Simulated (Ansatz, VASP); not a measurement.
Ag: VASP beside Ansatz

INCAR

```
SYSTEM = Ag
PREC = Accurate
ENCUT = 520
EDIFF = 1E-6
ISMEAR = 0
SIGMA = 0.1
LREAL = .FALSE.
LASPH = .TRUE.
NELM = 150
ALGO = Fast
ISIF = 2
LWAVE = .FALSE.
LCHARG = .TRUE.
ISPIN = 2
MAGMOM = 1 0 0 0 0 0 1
LORBIT = 11
LMAXMIX = 4
LDIPOL = .TRUE.
IDIPOL = 3
DIPOL = 0.5 0.5 0.500
GGA = PE
LELF = .TRUE.
LVHAR = .TRUE.
LVACPOTAV = .TRUE.
NBANDS = 52
```

Contents of KPOINTS:

```
regular mesh
0
G
  12 12 1
  0 0 0
```

Contents of POSCAR:

```
Ag
1.0
    2.9355691563      0.0000000000      0.0000000000
   -1.4677845781      2.5422774639      0.0000000000
    0.0000000000      0.0000000000     29.3666405453
Ag
7
Direct
    0.0000000000      0.0000000000      0.2553918276
    0.6666666667      0.3333333333      0.3368762161
    0.3333333333      0.6666666667      0.4183606045
    0.6666666667      0.3333333333      0.5000000000
    0.3333333333      0.6666666667      0.5814843884
    0.0000000000      0.0000000000      0.6629687769
    0.3333333333      0.6666666667      0.7446081724
```

Input for Ansatz:

```yaml
crystal:
  lattice:
    - [2.9355691563, 0.0, 0.0]
    - [-1.4677845781, 2.5422774639, 0.0]
    - [0.0, 0.0, 29.3666405453]
  atoms:
    - { symbol: Ag, position: [0.0, 0.0, 0.2553918276], spin: 1.0 }
    - { symbol: Ag, position: [0.6666666667, 0.3333333333, 0.3368762161] }
    - { symbol: Ag, position: [0.3333333333, 0.6666666667, 0.4183606045] }
    - { symbol: Ag, position: [0.6666666667, 0.3333333333, 0.5] }
    - { symbol: Ag, position: [0.3333333333, 0.6666666667, 0.5814843884] }
    - { symbol: Ag, position: [0.0, 0.0, 0.6629687769] }
    - { symbol: Ag, position: [0.3333333333, 0.6666666667, 0.7446081724], spin: 1.0 }
basis:
  ecutwfc: 420
kpoints:
  mp_grid: { grid: [12, 12, 1] }
hamiltonian:
  xc: pbe
scf:
  occupations: { method: gaussian, width: 0.1 }
output:
  forces: true
  stress: true
  eigenvalues: true
  populations: true
  write_density: true
  write_potential: true
  elf: true
  volumetric_format: npy
magnetization:
  spin_polarized: true
efield:
  axis: 3
  dipole_correction: true
  ramp_width: 0.04
```

Alike in both runs: task single point; functional PBE; k mesh 12 × 12 × 1; occupations gaussian, width 0.1 eV; collinear spin.

```csv
,VASP,Ansatz
version,VASP 6.6.1,Ansatz 0.2.0
potentials or method,"VASP PAW PBE potentials, release 64 (Ag), cutoff 520 eV","scalar-relativistic, plane waves, PAW"
valence electrons in the cell,77,133
```

```tsv
	VASP	Ansatz	Ansatz less VASP
gap on the k mesh at the Fermi level (eV)	none	none	-
rms of the force components (eV/Å)	0.017	0.017	-0.0002
net moment per atom (μB)	0.00	0.00	0.000
work function, face that differs most (eV)	4.48	4.48	+0.007
```

Atom by atom the forces differ by 0.001 eV/Å (rms over components). A gap of «none» marks a metal or a gap that the smearing closes. The functional is the same, so the differences come from potentials, cutoffs and numerics. VASP's potentials hold 77 valence electrons a cell and Ansatz's 133, so a difference there can come from the potentials and not from the codes. Ansatz's warnings: seeded moment not kept, xc potential rough in thin density.
